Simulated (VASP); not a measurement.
# MgI2 (P-3m1) in VASP: a series of runs

Aim: see how the results for MgI2 move with the level of theory and the settings. Levels: PBEsol, revPBE, BLYP, LDA, r2SCAN. Tasks: single point, relaxation of cell and atoms.

Everything below comes from runs of VASP 6.6.1. Logs are shortened: lines on timing, memory, paths and dates and some standing lists are left out, and cuts for length are marked.

### Step 1. The cell of the first run

Symmetry: P-3m1, No. 164, trigonal system. The conventional cell has a = 4.167 Å, b = 4.167 Å, c = 6.926 Å, α = 90.00°, β = 90.00°, γ = 120.00°. Within 3.9 Å of I (site symmetry 3m) lie 3 Mg at 2.96 Å. Mg (site symmetry -3m) has 6 I at 2.96 Å within 3.9 Å.

### Step 2. Single point, PBEsol (volume scaled by 1.02)

INCAR reads:

```
  PREC = Accurate
  ENCUT = 520
  EDIFF = 1E-6
  ISMEAR = -1
  SIGMA = 0.05
  LREAL = False
  LASPH = True
  NELM = 100
  ALGO = Normal
  ISIF = 2
  LWAVE = False
  LCHARG = True
  GGA = PS
  LELF = True
  LVHAR = True
  NBANDS = 15
```

KPOINTS reads:

```
Automatic mesh
0
Gamma
  8 8 4
```

POSCAR reads:

```
MgI2
1.0
    4.1674180176      0.0000000000      0.0000000000
   -2.0837090088      3.6090898714      0.0000000000
    0.0000000000      0.0000000000      6.9255642418
I Mg
2 1
Direct
    0.6666666667      0.3333333333      0.7500000000
    0.3333333333      0.6666666667      0.2500000000
    0.0000000000      0.0000000000      0.0000000000
```

Potentials or basis: VASP PAW PBE potentials, release 64 (I, Mg).

The run is started by

```sh
> cat potpaw_PBE.64/I/POTCAR potpaw_PBE.64/Mg/POTCAR > POTCAR
> mpirun -np 1 vasp_std > vasp.out
```

OUTCAR:

```text
PREC = Accurate
   ENCUT = 520
   EDIFF = 1E-6
   ISMEAR = -1
   LREAL = False
   LASPH = True
   NELM = 100
   ISIF = 2
   GGA = PS

 ion  position               nearest neighbor table
   1  0.667  0.333  0.750-   3 2.96   3 2.96   3 2.96
   2  0.333  0.667  0.250-   3 2.96   3 2.96   3 2.96
   3  0.000  0.000  0.000-   1 2.96   2 2.96   2 2.96   1 2.96   1 2.96   2 2.96

  LATTYP: Found a hexagonal cell.
 ALAT       =     4.1674180176
 C/A-ratio  =     1.6618357488

  Lattice vectors:

 A1 = (   4.1674180176,   0.0000000000,   0.0000000000)
 A2 = (  -2.0837090088,   3.6090898714,   0.0000000000)
 A3 = (   0.0000000000,   0.0000000000,   6.9255642418)

Analysis of symmetry for initial positions (statically):
=====================================================================
 Subroutine PRICEL returns:
 Original cell was already a primitive cell.

 Routine SETGRP: Setting up the symmetry group for a
 hexagonal supercell.

 Subroutine GETGRP returns: Found 12 space group operations
 (whereof 12 operations were pure point group operations)
 out of a pool of 24 trial point group operations.

The static configuration has the point symmetry D_3d.

Analysis of symmetry for dynamics (positions and initial velocities):
=====================================================================
 Subroutine PRICEL returns:
 Original cell was already a primitive cell.

 Routine SETGRP: Setting up the symmetry group for a
 hexagonal supercell.

 Subroutine GETGRP returns: Found 12 space group operations
 (whereof 12 operations were pure point group operations)
 out of a pool of 24 trial point group operations.

The dynamic configuration has the point symmetry D_3d.

 Subroutine INISYM returns: Found 12 space group operations
 (whereof 12 operations are pure point group operations),
 and found     1 'primitive' translations

----------------------------------------------------------------------------------------

                                     Primitive cell

  volume of cell :     104.1645

  direct lattice vectors                    reciprocal lattice vectors
     4.167418018  0.000000000  0.000000000     0.239956730  0.138539083  0.000000000
    -2.083709009  3.609089871  0.000000000     0.000000000  0.277078165  0.000000000
     0.000000000  0.000000000  6.925564242     0.000000000  0.000000000  0.144392567
[... 89 lines left out ...]
   NSW    =      0    number of steps for IOM
   IBRION =     -1    ionic relax: 0-MD 1-quasi-New 2-CG
   NFREE  =      0    steps in history (QN), initial steepest desc. (CG)
   ISIF   =      2    stress and relaxation
   ISYM   =      2    0-nonsym 1-usesym 2-fastsym
   POTIM  = 0.5000    time-step for ionic-motion
   TEBEG  =    0.0;   TEEND  =   0.0 temperature during run
   PSTRESS=    0.0 pullay stress
   NELECT =      16.0000    total number of electrons
   NUPDOWN=      -1.0000    fix difference up-down
   EMIN   =  10.00;   EMAX   =-10.00  energy-range for DOS
   EFERMI =   0.00;   METHOD = LEGACY
   ISMEAR =    -1;   SIGMA  =   0.05  broadening in eV -4-tet -1-fermi 0-gaus
   EFERMI_NEDOS =   21; number of points for ismear=-14 and -15
   IALGO  =     38    algorithm
   IMIX   =      4    mixing-type and parameters
     AMIX     =   0.40;   BMIX     =  1.00
     AMIX_MAG =   1.60;   BMIX_MAG =  1.00
  volume/ion in A,a.u.               =      34.72       234.31
  Fermi-wavevector in a.u.,A,eV,Ry     =   0.876748  1.656814 10.458626  0.768687
  Thomas-Fermi vector in A             =   1.996601
   LORBIT       =      0    0 simple, 1 ext, 2 COOP (PROOUT), +10 PAW based schemes
   GGA     = PS    functional components
   LHFCALC =     F    Hartree Fock is set to
   AEXX    =    0.0000 exact exchange contribution
   IVDW    =     0    specifies the selected vdW correction
   LEPSILON=     F    determine dielectric tensor
   LRPA    =     F    only Hartree local field effects (RPA)
 non-spin polarized calculation
  energy-cutoff  :      520.00
  volume of cell :      104.16
 maximum number of plane-waves:      2822
 NGX is ok and might be reduce to    32
   NGX = 15   NGY = 15   NGZ = 25

 number of electron      16.0000000 magnetization

 Free energy of the ion-electron system (eV)
  ---------------------------------------------------
  ext. energy  EPLUGINS =         0.00000000
  ---------------------------------------------------
  free energy    TOTEN  =        -8.38981599 eV

  energy without entropy =       -8.38981599  energy(sigma->0) =       -8.38981599

 E-fermi :   3.1627     XC(G=0):  -8.3398

 val. band max:        2.0759805697   @ k =   0.0000   0.0000   0.0000
 cond. band min:       5.4759499142   @ k =   0.5000   0.0000   0.5000
 fundamental gap:      3.3999693445
 Fermi energy:         3.1627043440

 k-point     1 :       0.0000    0.0000    0.0000
  band No.  band energies     occupation
      1      -9.9078      2.00000
      2      -9.2619      2.00000
      3      -1.4566      2.00000
      4       1.7218      2.00000
      5       1.7218      2.00000
      6       2.0546      2.00000
      7       2.0760      2.00000
      8       2.0760      2.00000
      9       5.5074      0.00000
     10       6.7959      0.00000
     11       8.7982      0.00000
     12       8.7982      0.00000
     13       9.4320      0.00000
     14      10.2577      0.00000
[... 401 lines left out ...]
      2      -9.0511      2.00000
      3      -1.0816      2.00000
      4      -0.5785      2.00000
      5       0.0733      2.00000
      6       0.5134      2.00000
      7       0.9053      2.00000
      8       1.5334      2.00000
      9       6.2771      0.00000
     10       7.7576      0.00000
     11       8.6385      0.00000
     12       9.1777      0.00000
     13       9.6308      0.00000
     14       9.7096      0.00000
     15      10.8750      0.00000

 [... further k-points ...]
[... 5 lines left out ...]
  --------------------------------------------------------------------------------------
  -------------------------------------------------------------------------------------
  Total       -0.8046186     -0.8046186     -1.0793324      0.0000000      0.0000000     -0.0000000
  in kB      -12.3760120    -12.3760120    -16.6014446      0.0000000      0.0000000     -0.0000000
  external PRESSURE =     -13.7844896 kB  Pullay stress =       0.0000000 kB

 VOLUME and BASIS-vectors are now :
 -----------------------------------------------------------------------------
  energy-cutoff  :      520.00
  volume of cell :      104.16
      direct lattice vectors                 reciprocal lattice vectors
     4.167418018  0.000000000  0.000000000     0.239956730  0.138539083  0.000000000
    -2.083709009  3.609089871  0.000000000     0.000000000  0.277078165  0.000000000
     0.000000000  0.000000000  6.925564242     0.000000000  0.000000000  0.144392567

 POSITION                                       TOTAL-FORCE (eV/Angst)
 -----------------------------------------------------------------------------------
      2.08371      1.20303      5.19417        -0.000000      0.000000      0.380354
     -0.00000      2.40606      1.73139         0.000000     -0.000000     -0.380354
      0.00000      0.00000      0.00000        -0.000000      0.000000      0.000000
 -----------------------------------------------------------------------------------
    total drift:                                0.000000     -0.000000      0.000000

  FREE ENERGIE OF THE ION-ELECTRON SYSTEM (eV)
  ---------------------------------------------------
  free  energy   TOTEN  =        -8.3898159878 eV

  energy  without entropy=       -8.3898159878  energy(sigma->0) =       -8.38981599
```

OSZICAR:

```text
N       E                     dE             d eps       ncg     rms          rms(c)
DAV:   1     0.753558813769E+02    0.75356E+02   -0.57597E+03  1050   0.839E+02
DAV:   2    -0.240468558102E+01   -0.77761E+02   -0.70791E+02  1467   0.131E+02
DAV:   3    -0.845311350938E+01   -0.60484E+01   -0.60244E+01  1400   0.420E+01
DAV:   4    -0.856780936145E+01   -0.11470E+00   -0.11469E+00  1440   0.687E+00
DAV:   5    -0.856954608407E+01   -0.17367E-02   -0.17367E-02  1407   0.787E-01    0.387E+00
DAV:   6    -0.842586466228E+01    0.14368E+00   -0.10794E-01  1232   0.170E+00    0.261E+00
DAV:   7    -0.839228271560E+01    0.33582E-01   -0.10153E-01  1211   0.156E+00    0.681E-01
DAV:   8    -0.838989785621E+01    0.23849E-02   -0.72801E-03  1204   0.485E-01    0.290E-01
DAV:   9    -0.838983346426E+01    0.64392E-04   -0.10988E-03  1372   0.191E-01    0.114E-01
DAV:  10    -0.838981561261E+01    0.17852E-04   -0.48522E-05  1330   0.459E-02    0.431E-02
DAV:  11    -0.838981598784E+01   -0.37523E-06   -0.53311E-06  1302   0.133E-02
   1 F= -.83898160E+01 E0= -.83898160E+01  d E =-.400421E-10
```

stdout:

```text
POSCAR found type information on POSCAR I Mg
 POSCAR found :  2 types and       3 ions
 scaLAPACK will be used
 -----------------------------------------------------------------------------
|                                                                             |
|                                                                             |
|     You enforced a specific xc type in the INCAR file but a different       |
|     I HOPE YOU KNOW WHAT YOU ARE DOING!                                     |
|                                                                             |
 -----------------------------------------------------------------------------

 LDA part: xc-table for (Slater+PW92), standard interpolation
 POSCAR, INCAR and KPOINTS ok, starting setup
 FFT: planning ... GRIDC
 FFT: planning ... GRID_SOFT
 FFT: planning ... GRID
 WAVECAR not read
 entering main loop
```

Wall time 44 s (1 thread of AMD EPYC 7R43 (Zen 3), shared host); peak memory 0.2 GiB.

What came out:

```
Free energy            : -8.3898 eV
Pressure               : -1.4 GPa
Largest force          : 0.380 eV/Å
Band gap on the k mesh : 3.40 eV, indirect (least direct gap 3.43 eV)
```

Forces on the atoms (eV/Å):
```
I    0.000  0.000  0.380
I    0.000  0.000 -0.380
Mg   0.000  0.000  0.000
```

Caveat: the cell differs from its parent crystal (volume scaled by 1.02); the PAW data sets were made with another functional, which shifts forces and pressure a little; spin-orbit coupling is left out, which moves the levels of the heavy elements; this functional lacks dispersion, which binds the layers, so the pressure and a relaxed spacing across them are unreliable. A k mesh can miss the band edges.

### Step 3. Relaxation of cell and atoms, revPBE

This run uses another cell than the first one, of 34.04 Å³/atom, 0.980 times its volume.

INCAR reads:

```
  PREC = Accurate
  ENCUT = 600
  EDIFF = 1E-6
  ISMEAR = -1
  SIGMA = 0.05
  LREAL = F
  LASPH = T
  NELM = 60
  ALGO = Normal
  ISIF = 3
  LWAVE = F
  LCHARG = F
  GGA = RE
  IBRION = 2
  NSW = 60
  EDIFFG = -0.01
```

KPOINTS reads:

```
regular mesh
0
Gamma
  8 8 4
```

POSCAR reads:

```
MgI2
1.0
    4.1400000000      0.0000000000      0.0000000000
   -2.0700000000      3.5853451717      0.0000000000
    0.0000000000      0.0000000000      6.8800000000
I Mg
2 1
Direct
    0.6666666667      0.3333333333      0.7500000000
    0.3333333333      0.6666666667      0.2500000000
    0.0000000000      0.0000000000      0.0000000000
```

Potentials or basis: VASP PAW PBE potentials, release 64 (I, Mg).

The run is started by

```sh
> cat potpaw_PBE.64/I/POTCAR potpaw_PBE.64/Mg/POTCAR > POTCAR
> mpirun -np 1 vasp_std > vasp.out
```

Wall time 30 min (1 thread of Intel Xeon Platinum 8488C (Sapphire Rapids), shared host); peak memory 0.3 GiB.

It converged, with:

| Quantity | Value |
| --- | --- |
| Free energy | -7.1573 eV |
| Relaxed cell | a = 4.260 Å, b = 4.260 Å, c = 9.149 Å, α = 90.00°, β = 90.00°, γ = 120.00° |
| Space group after relaxing (to 0.05 Å) | P-3m1 (No. 164) |
| Energy gained by relaxing | 52.8 meV/atom |
| Ionic steps | 36 |
| Pressure after relaxing | 0.0 GPa |
| Largest force after relaxing | 0.007 eV/Å |
| Band gap on the k mesh | 3.73 eV, indirect (least direct gap 3.86 eV) |

Forces on the atoms (eV/Å):
```
I    0.000  0.000  0.007
I    0.000  0.000 -0.007
Mg   0.000  0.000  0.000
```

Step by step:
```tsv
step	energy change (eV)	largest force (eV/Å)	pressure (GPa)	volume (Å³)
1	0.0000	0.2339	1.65	102.12
2	-0.0386	0.3649	0.29	107.40
3	-0.0432	0.4266	-0.30	110.21
4	-0.0619	0.3248	-0.20	111.11
5	-0.0870	0.0223	0.16	113.83
6	-0.1046	0.0279	0.10	115.80
7	-0.1369	0.0465	0.06	121.53
8	-0.1482	0.0498	0.34	132.30
9	-0.1502	0.0377	0.28	129.53
10	-0.1469	0.1809	-0.64	139.25
11	-0.1537	0.0980	-0.13	133.54
12	-0.1551	0.0483	0.05	135.08
13	-0.1560	0.0087	-0.02	134.49
14	-0.1562	0.0083	0.08	134.18
15	-0.1562	0.0060	0.06	134.23
16	-0.1564	0.0064	0.05	134.53
17	-0.1564	0.0401	-0.01	135.40
18	-0.1565	0.0262	0.00	135.07
19	-0.1565	0.0212	0.02	134.93
20	-0.1565	0.0237	0.02	134.98
21	-0.1565	0.0258	0.02	135.03
22	-0.1565	0.0263	0.01	135.05
23	-0.1567	0.0275	0.00	135.43
24	-0.1570	0.0295	-0.04	136.56
25	-0.1573	0.0320	-0.11	138.84
26	-0.1574	0.0291	-0.11	138.93
27	-0.1576	0.0204	-0.08	139.19
28	-0.1579	0.0023	-0.03	139.72
29	-0.1579	0.0344	0.07	140.77
30	-0.1580	0.0185	0.02	140.31
31	-0.1581	0.0170	0.02	140.54
32	-0.1582	0.0140	0.03	141.22
33	-0.1584	0.0085	0.04	142.59
34	-0.1585	0.0061	0.05	143.15
35	-0.1585	0.0134	-0.02	144.08
36	-0.1585	0.0072	0.00	143.81
```

Final structure:
```
CELL_PARAMETERS angstrom
4.26036 0.00000 0.00000
-2.13018 3.68958 0.00000
0.00000 0.00000 9.14889
ATOMIC_POSITIONS crystal
I 0.66667 0.33333 0.81662
I 0.33333 0.66667 0.18338
Mg 0.00000 0.00000 0.00000
```

Levels at points of the mesh, in eV from the valence-band top:
```tsv
k point	band 4	band 5	band 6	band 7	band 8	band 9	band 10	band 11	band 12
(0.00, 0.00, 0.00)	-0.40	-0.26	-0.26	0.00	0.00	3.86	4.99	6.41	6.70
(0.50, 0.00, 0.00)	-2.53	-1.16	-1.06	-0.54	-0.36	3.74	5.59	5.98	7.13
(0.00, 0.00, 0.50)	-0.52	-0.26	-0.26	0.00	0.00	4.17	4.97	6.33	6.69
(0.50, 0.00, 0.50)	-2.54	-1.13	-1.06	-0.54	-0.37	3.73	5.60	5.92	6.62
```

Caveat: the volume moved by over 15 % at a fixed basis, so the end points are rough; the PAW data sets were made with another functional, which shifts forces and pressure a little; spin-orbit coupling is left out, which moves the levels of the heavy elements; this functional lacks dispersion, which binds the layers, so the pressure and a relaxed spacing across them are unreliable; the volume moved by +41 % from the deposited cell, more than functionals usually miss. revPBE gives volumes clearly too large for solids.

(Part 1 of 3 ends here.)
